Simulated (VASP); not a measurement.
A run of VASP 6.6.1 is set up as follows.

File INCAR:

```
  PREC = Accurate
  ENCUT = 520
  EDIFF = 1E-6
  ISMEAR = -1
  SIGMA = 0.1
  LREAL = False
  LASPH = True
  NELM = 80
  ALGO = Normal
  ISIF = 2
  LWAVE = False
  LCHARG = True
  GGA = PE
  LELF = True
  LVHAR = True
  NBANDS = 8
```

File KPOINTS:

```
regular mesh
0
Gamma
  22 22 22
```

POSCAR

```
B
1.0
   -1.1060447742      1.1060447742      1.1060447742
    1.1060447742     -1.1060447742      1.1060447742
    1.1060447742      1.1060447742     -1.1060447742
B
1
Direct
    0.0000000000      0.0000000000      0.0000000000
```

Potentials or basis: VASP PAW PBE potentials, release 64 (B).

The run is started by

```bash
$ cat potpaw_PBE.64/B/POTCAR > POTCAR
$ mpirun -np 1 vasp_std > vasp.out
```

(1) Estimate the pressure.

Answers

(1) 38.0 GPa.
